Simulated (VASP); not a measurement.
Set up this calculation in VASP 6.6.1, as the native input.

```
Task                   : single point
Functional             : LDA
Potentials or basis    : VASP PAW LDA potentials, release 64 (Ag)
Cutoff                 : 520 eV
k mesh                 : 16 × 16 × 16
Occupations            : gaussian, width 0.1 eV
Spin                   : no spin polarisation
Dipole correction      : no
Further INCAR settings : ALGO = Normal; EDIFF = 1e-07; NBANDS = 12
```

The structure of Ag lies in POSCAR:

```
Ag
1.0
    0.0000000000      2.0009086904      2.0009086904
    2.0009086904      0.0000000000      2.0009086904
    2.0009086904      2.0009086904      0.0000000000
Ag
1
Direct
    0.0000000000      0.0000000000      0.0000000000
```

These files were run (other wordings do the same):

INCAR

```
SYSTEM = Ag
  PREC = Accurate
  ENCUT = 520
  EDIFF = 1E-7
  ISMEAR = 0
  SIGMA = 0.1
  LREAL = .FALSE.
  LASPH = .TRUE.
  NELM = 60
  ALGO = Normal
  ISIF = 2
  LWAVE = .FALSE.
  LCHARG = .FALSE.
  GGA = CA
  NBANDS = 12
```

KPOINTS

```
Automatic mesh
0
G
  16 16 16
  0 0 0
```

Potentials or basis: VASP PAW LDA potentials, release 64 (Ag).

The run is started by

```console
$ cat potpaw_LDA.64/Ag/POTCAR > POTCAR
$ mpirun -np 1 vasp_std > vasp.out
```

Results of the run:

| Property | Result |
| --- | --- |
| Pressure | 0.1 GPa |

Wall time 50 s on 1 thread of AMD EPYC 7R13, on a shared host, peak memory 0.12 GiB.
